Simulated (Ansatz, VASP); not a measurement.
# BiH4: VASP beside Ansatz

```
Bi H
1.0
     3.46644    0.00000    0.00000
     0.00000    3.46644    0.00000
     0.00000    0.00000    5.08024
Bi H
1 4
Direct
  0.00000 0.00000 0.00000
  0.00000 0.00000 0.50000
  0.50000 0.50000 0.00000
  0.00000 0.50000 0.50000
  0.50000 0.00000 0.50000
```

Alike in both runs: task relaxation of cell and atoms; functional PBE; k mesh 6 × 6 × 4; occupations gaussian, width 0.1 eV; no spin polarisation.

|  | VASP | Ansatz |
| --- | --- | --- |
| version | VASP 6.6.1 | Ansatz 0.2.0 |
| potentials or method | VASP PAW PBE potentials, release 64 (Bi_d, H), cutoff 600 eV | scalar-relativistic, plane waves, PAW |
| valence electrons in the cell | 19 | 19 |

|  | VASP | Ansatz | Ansatz less VASP |
| --- | --- | --- | --- |
| gap on the k mesh at the Fermi level, each at its own relaxed structure (eV) | none | none | - |
| relaxed volume (Å³/atom) | 9.59 | 9.62 | +0.026 |
| relaxed cell length with the largest relative difference (Å) | 3.300 | 3.308 | +0.0082 |

A gap of «none» marks a metal or a gap that the smearing closes.

Neither program's run includes spin-orbit coupling. Noted on VASP's run: the volume moved by over 15 % at a fixed basis, so the end points are rough.
